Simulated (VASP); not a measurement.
Runs of VASP 6.6.1 on Li. The structure is that of space group Im-3m (No. 229), or close to it. The cells are those of the table. 

| task | level | cell | k mesh | cutoff (eV) | gap on the mesh (eV) | pressure (GPa) | relaxed volume (Å³/atom) |
| --- | --- | --- | --- | --- | --- | --- | --- |
| single point | r2SCAN | a = 3.010 Å, angles 109.5°, 1 atom | 22 × 22 × 22 | 520 | none | - | - |
| relaxation of cell and atoms | PBEsol | relaxed from a = 3.022 Å, angles 109.5°, 1 atom | 22 × 22 × 22 | 600 | none | 0.0 | (a) |
| relaxation of cell and atoms | PBE | relaxed from a = 3.022 Å, angles 109.5°, 1 atom | 22 × 22 × 22 | 600 | none | 0.0 | 20.06 |
| single point | r2SCAN | a = 3.010 Å, angles 109.5°, 1 atom | 32 × 32 × 32 | 520 | none | - | - |
| single point | PBEsol | a = 2.972 Å, angles 109.5°, 1 atom | 33 × 33 × 33 | 520 | none | - | - |
| single point | PBEsol | a = 2.972 Å, angles 109.5°, 1 atom | 22 × 22 × 22 | 520 | none | - | - |
| single point | PBE | a = 2.972 Å, angles 109.5°, 1 atom | 22 × 22 × 22 | 520 | none | - | - |
| single point | PBE | a = 2.972 Å, angles 109.5°, 1 atom | 33 × 33 × 33 | 520 | none | - | - |
| single point | PBEsol | a = 3.022 Å, angles 109.5°, 1 atom | 32 × 32 × 32 | 520 | none | - | - |

Alike in all rows: potentials or basis VASP PAW PBE potentials, release 64 (Li_sv); no spin polarisation; smearing methfessel-paxton 0.1 eV.

**Question.** Estimate the missing entries.

**Answer.** (a) 20.00.

Caveats: the cutoff is under 1.25 times the usual one of these potentials, so pressure, stress and relaxed cells hold a basis-set (Pulay) error; the PAW data sets were made with another functional, which shifts forces and pressure a little (at least some runs).

A gap of «none» marks levels without a gap at the run's occupations.
